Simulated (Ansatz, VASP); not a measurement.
**TiSe2 in VASP and in Ansatz**

The input INCAR:

```
ALGO = Normal ; EDIFF = 1E-7
EDIFFG = -0.01 ; ENCUT = 500
GGA = PE ; GGA_COMPAT = F
IBRION = 2 ; ISIF = 3
ISMEAR = 0 ; IVDW = 12
LASPH = T ; LCHARG = F
LREAL = F ; LWAVE = F
NELM = 120 ; NELMIN = 4
NSW = 100 ; PREC = Accurate
SIGMA = 0.1
```

KPOINTS

```
k-points
0
Gamma
  15 15 8
```

The input POSCAR:

```
TiSe2
1.0
    3.5565669500      0.0000000000      0.0000000000
   -1.7782834800      3.0800774100      0.0000000000
    0.0000000000      0.0000000000      6.3476257300
Ti Se
1 2
Direct
    0.0000000000      0.0000000000      0.0000000000
    0.3333333400      0.6666666900      0.2399278400
    0.6666666900      0.3333333400      0.7600721700
```

Input for Ansatz:

```yaml
crystal:
  lattice:
    - [3.55656695, 0.0, 0.0]
    - [-1.77828348, 3.08007741, 0.0]
    - [0.0, 0.0, 6.34762573]
  atoms:
    - { symbol: Ti, position: [0.0, 0.0, 0.0] }
    - { symbol: Se, position: [0.33333334, 0.66666669, 0.23992784] }
    - { symbol: Se, position: [0.66666669, 0.33333334, 0.76007217] }
basis:
  ecutwfc: 420
kpoints:
  mp_grid: { grid: [15, 15, 8] }
hamiltonian:
  xc: pbe
  dispersion: d3bj
scf:
  occupations: { method: gaussian, width: 0.1 }
output:
  forces: true
  stress: true
  eigenvalues: true
relax:
  adjacent_minimum: "off"
  f_tol: 0.01
  max_steps: 80
  cell: { stress_tol: 0.05 }
```

Alike in both runs: task relaxation of cell and atoms; functional PBE; dispersion D3(BJ); k mesh 15 × 15 × 8; occupations gaussian, width 0.1 eV; no spin polarisation.

|  | VASP | Ansatz |
| --- | --- | --- |
| version | VASP 6.6.1 | Ansatz 0.2.0 |
| potentials or method | VASP PAW PBE potentials, release 64 (Ti_sv, Se), cutoff 500 eV | scalar-relativistic, plane waves, PAW |
| valence electrons in the cell | 24 | 44 |

VASP gave:

```
gap on the k mesh at the Fermi level, each at its own relaxed structure (eV) : none
relaxed volume (Å³/atom)                                                     : 20.54
relaxed cell length with the largest relative difference (Å)                 : 5.867
```

Which values does Ansatz return?

gap on the k mesh at the Fermi level, each at its own relaxed structure (eV): none; relaxed volume (Å³/atom): 20.54; relaxed cell length with the largest relative difference (Å): 5.872.

A gap of «none» marks a metal or a gap that the smearing closes. VASP's potentials hold 24 valence electrons a cell and Ansatz's 44, so a difference there can come from the potentials and not from the codes. Ansatz's warnings: structure snapped to symmetry.
